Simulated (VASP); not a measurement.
**Si: single point with LDA**

Crystal: Si.

```xyz
2
Lattice="0.0000 2.7017 2.7017 2.7017 0.0000 2.7017 2.7017 2.7017 0.0000" Properties=species:S:1:pos:R:3 pbc="T T T"
Si    2.7017    2.7017    2.7017
Si    4.0525    4.0525    4.0525
```

```
Program             : VASP 6.6.1
Task                : single point
Functional          : LDA
Potentials or basis : VASP PAW LDA potentials, release 64 (Si)
Cutoff              : 500 eV
k mesh              : 10 × 10 × 10
Occupations         : fermi-dirac, width 0.2 eV
Spin                : no spin polarisation
```

The pressure is -0.1 GPa and the band gap on the k mesh is 0.46 eV, indirect (least direct gap 2.53 eV).

Levels at points of the mesh, in eV from the valence-band top:
```csv
k point,band 1,band 2,band 3,band 4,band 5,band 6,band 7,band 8,band 9
"(0.00, 0.00, 0.00)",-12.06,0.00,0.00,0.00,2.53,2.53,2.53,3.38,7.74
"(0.50, 0.00, 0.00)",-9.68,-7.06,-1.21,-1.21,1.49,3.29,3.29,7.54,10.56
"(0.50, 0.50, 0.00)",-7.86,-7.86,-2.89,-2.89,0.58,0.58,10.11,10.11,10.97
```

Wall time 12 s on 1 thread of Intel Xeon 6975P-C, with other jobs on the host, peak memory 0.14 GiB.

A k mesh can miss the band edges.
